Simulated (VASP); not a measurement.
Set up this calculation in VASP 6.6.1, as the native input.

```yaml
Task: single point
Functional: PBE
Potentials_or_basis: VASP PAW PBE potentials, release 64 (Be, Cd, S)
Cutoff: 520 eV
k_mesh: 6 × 6 × 8
Occupations: gaussian, width 0.1 eV
Spin: no spin polarisation
Dipole_correction: no
Further_INCAR_settings: ALGO = Normal; EDIFF = 1e-06; NBANDS = 28
```

The structure of BeCdS4 lies in POSCAR:

```
BeCdS4
1.0
    5.5713785313      0.0000000000      0.0000000000
    0.0000000000      5.5713785313      0.0000000000
    0.0000000000      0.0000000000      3.8553644063
Be Cd S
1 1 4
Direct
    0.0000000000      0.0000000000      0.0000000000
    0.5000000000      0.5000000000      0.5000000000
    0.1300460436      0.6368597952      0.0000000000
    0.8699539564      0.3631402048      0.0000000000
    0.3631402048      0.1300460436      0.0000000000
    0.6368597952      0.8699539564      0.0000000000
```

The input as run:

INCAR

```
PREC = Accurate
ENCUT = 520
EDIFF = 1E-6
ISMEAR = 0
SIGMA = 0.1
LREAL = False
LASPH = True
NELM = 100
ALGO = Normal
ISIF = 2
LWAVE = False
LCHARG = False
GGA = PE
NBANDS = 28
```

KPOINTS

```
regular mesh
0
Gamma
  6 6 8
```

Potentials or basis: VASP PAW PBE potentials, release 64 (Be, Cd, S).

Launch:

```bash
$ cat potpaw_PBE.64/Be/POTCAR potpaw_PBE.64/Cd/POTCAR potpaw_PBE.64/S/POTCAR > POTCAR
$ mpirun -np 1 vasp_std > vasp.out
```

It gave:

```
Pressure               : -0.1 GPa
Largest force          : 0.107 eV/Å
Band gap on the k mesh : zero (filled and empty bands touch)
```

Wall time 77 s on 1 thread of Intel(R) Xeon(R) 6975P-C (Granite Rapids), on a shared host, peak memory 0.31 GiB.
